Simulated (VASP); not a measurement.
## Pd: relaxation of cell and atoms with revPBE

Crystal: Pd.

```
Pd
1.0
     0.00000    1.94490    1.94490
     1.94490    0.00000    1.94490
     1.94490    1.94490    0.00000
Pd
1
Direct
  0.00000 0.00000 0.00000
```

- Program: VASP 6.6.1
- Task: relaxation of cell and atoms
- Functional: revPBE
- Potentials or basis: VASP PAW PBE potentials, release 64 (Pd)
- Cutoff: 600 eV
- k mesh: 14 × 14 × 14
- Occupations: fermi-dirac, width 0.05 eV
- Spin: collinear spin
- Starting moments: [0.5] μB
- Dipole correction: no
- Further INCAR settings: ALGO = Normal; EDIFF = 1e-07; IBRION = 2; EDIFFG = -0.01; NSW = 80; ISIF = 3

* Relaxed volume: 15.66 Å³/atom
* Relaxed cell: a = 2.808 Å, b = 2.808 Å, c = 2.808 Å, α = 60.00°, β = 60.00°, γ = 60.00°
* Space group after relaxing (to 0.1 Å): Fm-3m (No. 225)
* Energy gained by relaxing: 31.0 meV/atom
* Ionic steps: 4
* Pressure after relaxing: 0.0 GPa
* Net moment: 0.42 μB per cell
* Site moments: Pd +0.42 μB
* Valence electrons inside the program's atomic spheres: Pd 9.33

The path:
```
step  energy change (eV)  largest force (eV/Å)  pressure (GPa)  volume (Å³)
   1              0.0000                0.0000           11.24        14.71
   2              0.0157                0.0000          -10.00        17.02
   3             -0.0310                0.0000           -0.17        15.68
   4             -0.0310                0.0000            0.02        15.66
```

Final structure:
```xyz
1
Lattice="0.0000 1.9857 1.9857 1.9857 0.0000 1.9857 1.9857 1.9857 0.0000" Properties=species:S:1:pos:R:3 pbc="T T T"
Pd    0.0000    0.0000    0.0000
```

Levels at points of the mesh, in eV from the Fermi level:
Spin up:
```tsv
k point	band 3	band 4	band 5	band 6	band 7	band 8
(0.00, 0.00, 0.00)	-2.78	-2.78	-1.30	-1.30	17.11	21.56
(0.50, 0.00, 0.00)	-2.79	-0.24	-0.24	1.13	6.75	16.46
(0.50, 0.50, 0.00)	-0.24	0.02	0.02	3.34	10.08	12.86
```
Spin down:
| k point | band 3 | band 4 | band 5 | band 6 | band 7 | band 8 |
| --- | --- | --- | --- | --- | --- | --- |
| (0.00, 0.00, 0.00) | -2.45 | -2.45 | -1.03 | -1.03 | 17.11 | 21.57 |
| (0.50, 0.00, 0.00) | -2.52 | 0.10 | 0.10 | 1.13 | 6.95 | 16.44 |
| (0.50, 0.50, 0.00) | 0.04 | 0.41 | 0.41 | 3.36 | 10.22 | 12.90 |

It took 59 s on 1 thread of AMD EPYC 9R45 96-Core Processor (Zen 5) (shared host), peak memory 0.15 GiB.

Caveat: the PAW data sets were made with another functional, which shifts forces and pressure a little. Zero-point motion and thermal expansion aren't in these numbers.
